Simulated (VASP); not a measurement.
# GaSeS2 (P-4m2) in VASP: notebook

Runs on GaSeS2. Level: PBE. Tasks: single point, relaxation of cell and atoms.

All numbers are computed with VASP 6.6.1; they aren't measurements. Logs are shortened: lines on timing, memory, paths and dates and some standing lists are left out, and cuts for length are marked.

## 1. The cell of the first run

The structure is tetragonal, space group P-4m2 (No. 115). The conventional cell has a = 3.522 Å, b = 3.522 Å, c = 7.325 Å, α = 90.00°, β = 90.00°, γ = 90.00°. Within 3.0 Å of Ga (site symmetry -4m2) lie 4 S at 2.30 Å. Se (site symmetry -4m2) has 4 S at 2.80 Å and 4 Se at 3.52 Å within 3.7 Å. S (site symmetry 2mm) has 2 Ga at 2.30 Å and 2 Se at 2.80 Å within 3.0 Å.

The cell was generated, and may not be a known phase.

## 2. Single point, PBE

INCAR reads:

```
ALGO = Normal
EDIFF = 1E-6
ENCUT = 520
GGA = PE
ISIF = 2
ISMEAR = 0
LASPH = True
LCHARG = True
LELF = True
LREAL = False
LVHAR = True
LWAVE = False
NBANDS = 24
NELM = 100
PREC = Accurate
SIGMA = 0.1
```

KPOINTS reads:

```
k-points
0
Gamma
  14 14 6
```

POSCAR reads:

```
GaSeS2
1.0
    3.5217394100      0.0000000000      0.0000000000
    0.0000000000      3.5217394100      0.0000000000
    0.0000000000      0.0000000000      7.3249944012
Ga Se S
1 1 2
Direct
    0.0000000000      0.0000000000      0.0000000000
    0.5000000000      0.5000000000      0.5000000000
    0.0000000000      0.5000000000      0.2028378448
    0.5000000000      0.0000000000      0.7971621552
```

Potentials or basis: VASP PAW PBE potentials, release 64 (Ga_d, Se, S).

Run with:

```console
cat potpaw_PBE.64/Ga_d/POTCAR potpaw_PBE.64/Se/POTCAR potpaw_PBE.64/S/POTCAR > POTCAR
mpirun -np 1 vasp_std > vasp.out
```

OUTCAR:

```text
EDIFF = 1E-6
   ENCUT = 520
   GGA = PE
   ISIF = 2
   ISMEAR = 0
   LASPH = True
   LREAL = False
   NELM = 100
   PREC = Accurate

 ion  position               nearest neighbor table
   1  0.000  0.000  0.000-   3 2.30   4 2.30   3 2.30   4 2.30
   2  0.500  0.500  0.500-
   3  0.000  0.500  0.203-   1 2.30   1 2.30
   4  0.500  0.000  0.797-   1 2.30   1 2.30

  LATTYP: Found a simple tetragonal cell.
 ALAT       =     3.5217394100
 C/A-ratio  =     2.0799365167

  Lattice vectors:

 A1 = (   3.5217394100,   0.0000000000,   0.0000000000)
 A2 = (   0.0000000000,   3.5217394100,   0.0000000000)
 A3 = (   0.0000000000,   0.0000000000,   7.3249944012)

Analysis of symmetry for initial positions (statically):
=====================================================================
 Subroutine PRICEL returns:
 Original cell was already a primitive cell.

 Routine SETGRP: Setting up the symmetry group for a
 simple tetragonal supercell.

 Subroutine GETGRP returns: Found  8 space group operations
 (whereof  8 operations were pure point group operations)
 out of a pool of 16 trial point group operations.

The static configuration has the point symmetry D_2d.

Analysis of symmetry for dynamics (positions and initial velocities):
=====================================================================
 Subroutine PRICEL returns:
 Original cell was already a primitive cell.

 Routine SETGRP: Setting up the symmetry group for a
 simple tetragonal supercell.

 Subroutine GETGRP returns: Found  8 space group operations
 (whereof  8 operations were pure point group operations)
 out of a pool of 16 trial point group operations.

The dynamic configuration has the point symmetry D_2d.

 Subroutine INISYM returns: Found  8 space group operations
 (whereof  8 operations are pure point group operations),
 and found     1 'primitive' translations

----------------------------------------------------------------------------------------

                                     Primitive cell

  volume of cell :      90.8493

  direct lattice vectors                    reciprocal lattice vectors
     3.521739410  0.000000000  0.000000000     0.283950595  0.000000000  0.000000000
     0.000000000  3.521739410  0.000000000     0.000000000  0.283950595  0.000000000
     0.000000000  0.000000000  7.324994401     0.000000000  0.000000000  0.136518876

  length of vectors
     3.521739410  3.521739410  7.324994401     0.283950595  0.283950595  0.136518876

  position of ions in fractional coordinates (direct lattice)
     0.000000000  0.000000000  0.000000000
     0.500000000  0.500000000  0.500000000
     0.000000000  0.500000000  0.202837845
     0.500000000  0.000000000  0.797162155

  ion indices of the primitive-cell ions
   primitive index   ion index
                 1           1
                 2           2
                 3           3
                 4           4

----------------------------------------------------------------------------------------

 KPOINTS: k-points

Automatic generation of k-mesh.
 Grid dimensions read from file:
 generate k-points for:   14   14    6

 Generating k-lattice:

  Cartesian coordinates                     Fractional coordinates (reciprocal lattice)
     0.020282185  0.000000000  0.000000000     0.071428571  0.000000000  0.000000000
     0.000000000  0.020282185  0.000000000     0.000000000  0.071428571  0.000000000
     0.000000000  0.000000000  0.022753146     0.000000000  0.000000000  0.166666667

  Length of vectors
     0.020282185  0.020282185  0.022753146

  Shift w.r.t. Gamma in fractional coordinates (k-lattice)
     0.000000000  0.000000000  0.000000000

 Subroutine IBZKPT returns following result:
 ===========================================

 Found    144 irreducible k-points:

 Following reciprocal coordinates:
            Coordinates               Weight
  0.000000  0.000000  0.000000      1.000000
  0.071429  0.000000  0.000000      4.000000
  0.142857  0.000000  0.000000      4.000000
  0.214286  0.000000  0.000000      4.000000
  0.285714  0.000000  0.000000      4.000000
  0.357143  0.000000  0.000000      4.000000
[... 16 lines left out ...]
  0.285714  0.214286  0.000000      8.000000
  0.357143  0.214286  0.000000      8.000000
 [... further k-points ...]
   k-points           NKPTS =    144   k-points in BZ     NKDIM =    144   number of bands    NBANDS=     24
   number of dos      NEDOS =    301   number of ions     NIONS =      4
   total plane-waves  NPLWV =  42336
   dimension x,y,z NGX =    28 NGY =   28 NGZ =   54
   dimension x,y,z NGXF=    56 NGYF=   56 NGZF=  108
   ions per type =               1   1   2
   NGX,Y,Z   is equivalent  to a cutoff of  13.22, 13.22, 12.26 a.u.
   NGXF,Y,Z  is equivalent  to a cutoff of  26.44, 26.44, 24.51 a.u.
 SYSTEM =  unknown system
   PREC   = accura    normal or accurate (medium, high low for compatibility)
   ISTART =      0    job   : 0-new  1-cont  2-samecut
   ICHARG =      2    charge: 1-file 2-atom 10-const
   ISPIN  =      1    spin polarized calculation?
   LNONCOLLINEAR =      F non collinear calculations
   LSORBIT =      F    spin-orbit coupling
   LASPH  =      T    aspherical Exc in radial PAW
   ENCUT  =  520.0 eV  38.22 Ry    6.18 a.u.   6.55  6.55 13.62*2*pi/ulx,y,z
   NELM   =    100;   NELMIN=  2; NELMDL= -5     # of ELM steps
   EDIFF  = 0.1E-05   stopping-criterion for ELM
   LREAL  =      F    real-space projection
   EDIFFG = 0.1E-04   stopping-criterion for IOM
   NSW    =      0    number of steps for IOM
   IBRION =     -1    ionic relax: 0-MD 1-quasi-New 2-CG
   NFREE  =      0    steps in history (QN), initial steepest desc. (CG)
   ISIF   =      2    stress and relaxation
   ISYM   =      2    0-nonsym 1-usesym 2-fastsym
   POTIM  = 0.5000    time-step for ionic-motion
   TEBEG  =    0.0;   TEEND  =   0.0 temperature during run
   PSTRESS=    0.0 pullay stress
   NELECT =      31.0000    total number of electrons
   NUPDOWN=      -1.0000    fix difference up-down
   EMIN   =  10.00;   EMAX   =-10.00  energy-range for DOS
   EFERMI =   0.00;   METHOD = LEGACY
   ISMEAR =     0;   SIGMA  =   0.10  broadening in eV -4-tet -1-fermi 0-gaus
   EFERMI_NEDOS =   21; number of points for ismear=-14 and -15
   IALGO  =     38    algorithm
   IMIX   =      4    mixing-type and parameters
     AMIX     =   0.40;   BMIX     =  1.00
     AMIX_MAG =   1.60;   BMIX_MAG =  1.00
  volume/ion in A,a.u.               =      22.71       153.27
  Fermi-wavevector in a.u.,A,eV,Ry     =   1.143988  2.161824 17.806062  1.308709
  Thomas-Fermi vector in A             =   2.280681
   LORBIT       =      0    0 simple, 1 ext, 2 COOP (PROOUT), +10 PAW based schemes
   GGA     = PE    functional components
   LHFCALC =     F    Hartree Fock is set to
   AEXX    =    0.0000 exact exchange contribution
   IVDW    =     0    specifies the selected vdW correction
   LEPSILON=     F    determine dielectric tensor
   LRPA    =     F    only Hartree local field effects (RPA)
 non-spin polarized calculation
 Gauss-broadening in eV      SIGMA  =   0.10
  energy-cutoff  :      520.00
  volume of cell :       90.85
 maximum number of plane-waves:      2484
 NGX is ok and might be reduce to    28
   NGX = 13   NGY = 13   NGZ = 27

 number of electron      31.0000014 magnetization

 Free energy of the ion-electron system (eV)
  ---------------------------------------------------
  ext. energy  EPLUGINS =         0.00000000
  ---------------------------------------------------
  free energy    TOTEN  =       -14.62152744 eV

  energy without entropy =      -14.61077967  energy(sigma->0) =      -14.61615355

 E-fermi :   3.8910     XC(G=0):  -9.3855

 val. band max:        3.8859166230   @ k =   0.4286   0.0000   0.1667
 cond. band min:       3.8919688168   @ k =   0.4286   0.1429   0.1667
 fundamental gap:      0.0060521938
 Fermi energy:         3.8910109212

 k-point     1 :       0.0000    0.0000    0.0000
  band No.  band energies     occupation
      1     -11.6008      2.00000
      2     -11.3591      2.00000
      3     -11.3591      2.00000
      4     -11.3326      2.00000
      5     -11.2570      2.00000
      6     -11.0077      2.00000
[... 16 lines left out ...]
     23      10.8145      0.00000
     24      10.9444      0.00000

 k-point     2 :       0.0714    0.0000    0.0000
  band No.  band energies     occupation
      1     -11.5994      2.00000
      2     -11.3840      2.00000
      3     -11.3589      2.00000
      4     -11.3229      2.00000
      5     -11.2582      2.00000
      6     -10.9575      2.00000
[... 16 lines left out ...]
     23      11.0297      0.00000
     24      11.2187      0.00000

 k-point     3 :       0.1429    0.0000    0.0000
  band No.  band energies     occupation
      1     -11.5965      2.00000
      2     -11.4228      2.00000
      3     -11.3582      2.00000
      4     -11.3140      2.00000
      5     -11.2616      2.00000
      6     -10.8226      2.00000
[... 16 lines left out ...]
     23      10.9931      0.00000
     24      11.5694      0.00000

 k-point     4 :       0.2143    0.0000    0.0000
  band No.  band energies     occupation
      1     -11.5961      2.00000
      2     -11.4549      2.00000
      3     -11.3572      2.00000
      4     -11.3071      2.00000
      5     -11.2666      2.00000
      6     -10.6240      2.00000
[... 16 lines left out ...]
     23      10.8470      0.00000
     24      12.1410      0.00000

 k-point     5 :       0.2857    0.0000    0.0000
  band No.  band energies     occupation
      1     -11.6019      2.00000
      2     -11.4736      2.00000
      3     -11.3561      2.00000
      4     -11.3009      2.00000
      5     -11.2720      2.00000
      6     -10.3770      2.00000
[... 451 lines left out ...]
 k-point    22 :       0.2143    0.2143    0.0000
  band No.  band energies     occupation
      1     -11.5837      2.00000
      2     -11.4966      2.00000
      3     -11.3554      2.00000
      4     -11.2956      2.00000
      5     -11.2782      2.00000
      6     -10.2860      2.00000
[... 16 lines left out ...]
     23      11.4058      0.00000
     24      11.9997      0.00000

 k-point    23 :       0.2857    0.2143    0.0000
  band No.  band energies     occupation
      1     -11.5847      2.00000
      2     -11.5121      2.00000
      3     -11.3486      2.00000
      4     -11.2901      2.00000
      5     -11.2846      2.00000
      6     -10.0527      2.00000
[... 16 lines left out ...]
     23      11.6658      0.00000
     24      11.7362      0.00000

 k-point    24 :       0.3571    0.2143    0.0000
  band No.  band energies     occupation
      1     -11.5932      2.00000
      2     -11.5174      2.00000
      3     -11.3420      2.00000
      4     -11.2903      2.00000
      5     -11.2851      2.00000
      6      -9.7880      2.00000
[... 16 lines left out ...]
     23      11.4053      0.00000
     24      12.4888      0.00000

 [... further k-points ...]
[... 5 lines left out ...]
  --------------------------------------------------------------------------------------
  -------------------------------------------------------------------------------------
  Total       -0.0193853     -0.0193853     -0.0142005      0.0000000      0.0000000      0.0000000
  in kB       -0.3418707     -0.3418707     -0.2504343      0.0000000      0.0000000      0.0000000
  external PRESSURE =      -0.3113919 kB  Pullay stress =       0.0000000 kB

 VOLUME and BASIS-vectors are now :
 -----------------------------------------------------------------------------
  energy-cutoff  :      520.00
  volume of cell :       90.85
      direct lattice vectors                 reciprocal lattice vectors
     3.521739410  0.000000000  0.000000000     0.283950595  0.000000000  0.000000000
     0.000000000  3.521739410  0.000000000     0.000000000  0.283950595  0.000000000
     0.000000000  0.000000000  7.324994401     0.000000000  0.000000000  0.136518876

 POSITION                                       TOTAL-FORCE (eV/Angst)
 -----------------------------------------------------------------------------------
      0.00000      0.00000      0.00000        -0.000000      0.000000      0.000000
      1.76087      1.76087      3.66250         0.000000     -0.000000      0.000000
      0.00000      1.76087      1.48579         0.000000      0.000000     -0.005935
      1.76087      0.00000      5.83921         0.000000      0.000000      0.005935
 -----------------------------------------------------------------------------------
    total drift:                               -0.000000      0.000000      0.000000

  FREE ENERGIE OF THE ION-ELECTRON SYSTEM (eV)
  ---------------------------------------------------
  free  energy   TOTEN  =       -14.6215274377 eV

  energy  without entropy=      -14.6107796679  energy(sigma->0) =      -14.61615355
```

Run time: 99 s. Hardware: 1 thread of Intel Xeon 6975P-C (Granite Rapids), shared host; peak memory 0.42 GiB.

What came out:

```
Free energy            : -14.6215 eV
Pressure               : 0.0 GPa
Largest force          : 0.006 eV/Å
Band gap on the k mesh : zero (an odd number of electrons rules out a gap without spin polarisation)
```

Forces on the atoms (eV/Å):
```
Ga   0.000  0.000  0.000
Se   0.000  0.000  0.000
S    0.000  0.000 -0.006
S    0.000  0.000  0.006
```

Levels at points of the mesh, in eV from the Fermi level:
```
           k point  band 14  band 15  band 16  band 17  band 18  band 19
(0.00, 0.00, 0.00)    -1.57     0.15     0.15     0.89     2.15     2.71
(0.50, 0.00, 0.00)    -1.62    -0.95    -0.53     0.71     2.06     4.82
(0.50, 0.50, 0.00)    -3.34    -1.54    -1.54     0.88     1.61     3.91
(0.00, 0.00, 0.50)    -1.95    -0.83     0.61     0.61     2.66     2.77
(0.50, 0.00, 0.50)    -2.22    -1.61     0.68     0.97     2.97     5.27
(0.50, 0.50, 0.50)    -2.53    -1.12    -1.12    -0.07     2.23     2.80
```

## 3. Relaxation of cell and atoms, PBE

This run uses another cell than the first one, of 22.79 Å³/atom.

INCAR reads:

```
ALGO     = Normal         # electronic algorithm
EDIFF    = 1E-7           # SCF threshold, eV
EDIFFG   = -0.01          # ionic threshold
ENCUT    = 600            # plane-wave cutoff, eV
GGA      = PE             # functional
IBRION   = 2              # ionic algorithm
ISIF     = 3              # what is computed and relaxed
ISMEAR   = 0              # smearing method
LASPH    = T              # aspherical terms in the spheres
LCHARG   = F              # write CHGCAR
LREAL    = F              # projectors in reciprocal space
LWAVE    = F              # write WAVECAR
NELM     = 80             # most SCF steps
NSW      = 100            # ionic steps
PREC     = Accurate       # precision mode
SIGMA    = 0.1            # smearing width, eV
```

KPOINTS is that of step 2.

POSCAR reads:

```
GaSeS2
1.0
    3.5437229354      0.0000000000      0.0000000000
    0.0000000000      3.5437229354      0.0000000000
    0.0000000000      0.0000000000      7.2580336038
Ga Se S
1 1 2
Direct
    0.0000000000      0.0000000000      0.0000000000
    0.5000000000      0.5000000000      0.5000000000
    0.0000000000      0.5000000000      0.2026204105
    0.5000000000      0.0000000000      0.7973795895
```

Potentials or basis: VASP PAW PBE potentials, release 64 (Ga_d, Se, S).

Run with:

```console
cat potpaw_PBE.64/Ga_d/POTCAR potpaw_PBE.64/Se/POTCAR potpaw_PBE.64/S/POTCAR > POTCAR
mpirun -np 1 vasp_std > vasp.out
```

Wall time 6.6 min (1 thread of Intel Xeon 6975P-C (Granite Rapids), shared host); peak memory 0.47 GiB.

It converged, with:

```
Free energy                           : -14.6217 eV
Relaxed volume                        : 22.71 Å³/atom
Relaxed cell                          : a = 3.522 Å, b = 3.522 Å, c = 7.325 Å, α = 90.00°, β = 90.00°, γ = 90.00°
Space group after relaxing (to 0.1 Å) : P-4m2 (No. 115)
Energy gained by relaxing             : 0.8 meV/atom
Ionic steps                           : 6
Pressure after relaxing               : 0.0 GPa
Largest force after relaxing          : 0.006 eV/Å
Band gap on the k mesh                : zero (an odd number of electrons rules out a gap without spin polarisation)
```

Forces in eV/Å, atoms in the order of the input:
```
Ga   0.000  0.000  0.000
Se   0.000  0.000  0.000
S    0.000  0.000  0.006
S    0.000  0.000 -0.006
```

Step by step:
| step | energy change (eV) | largest force (eV/Å) | pressure (GPa) | volume (Å³) |
| --- | --- | --- | --- | --- |
| 1 | 0.0000 | 0.0095 | 0.10 | 91.15 |
| 2 | -0.0023 | 0.0101 | -0.17 | 91.32 |
| 3 | -0.0027 | 0.0197 | -0.30 | 91.41 |
| 4 | -0.0033 | 0.0114 | 0.02 | 90.85 |
| 5 | -0.0033 | 0.0106 | -0.01 | 90.87 |
| 6 | -0.0033 | 0.0057 | -0.01 | 90.86 |

Final structure:
```
Ga Se S
1.0
     3.52191    0.00000    0.00000
     0.00000    3.52191    0.00000
     0.00000    0.00000    7.32473
Ga Se S
1 1 2
Direct
  0.00000 0.00000 0.00000
  0.50000 0.50000 0.50000
  0.00000 0.50000 0.20267
  0.50000 0.00000 0.79733
```

Levels at points of the mesh, in eV from the Fermi level:
```tsv
k point	band 12	band 13	band 14	band 15	band 16	band 17	band 18	band 19
(0.00, 0.00, 0.00)	-2.98	-1.56	-1.56	0.15	0.15	0.89	2.15	2.71
(0.50, 0.00, 0.00)	-2.25	-2.22	-1.62	-0.95	-0.53	0.71	2.06	4.82
(0.50, 0.50, 0.00)	-4.56	-4.55	-3.34	-1.54	-1.54	0.88	1.62	3.91
(0.00, 0.00, 0.50)	-2.04	-2.04	-1.95	-0.83	0.61	0.61	2.66	2.77
(0.50, 0.00, 0.50)	-4.21	-2.28	-2.22	-1.61	0.68	0.97	2.97	5.28
(0.50, 0.50, 0.50)	-4.67	-4.67	-2.53	-1.12	-1.12	-0.07	2.23	2.81
```
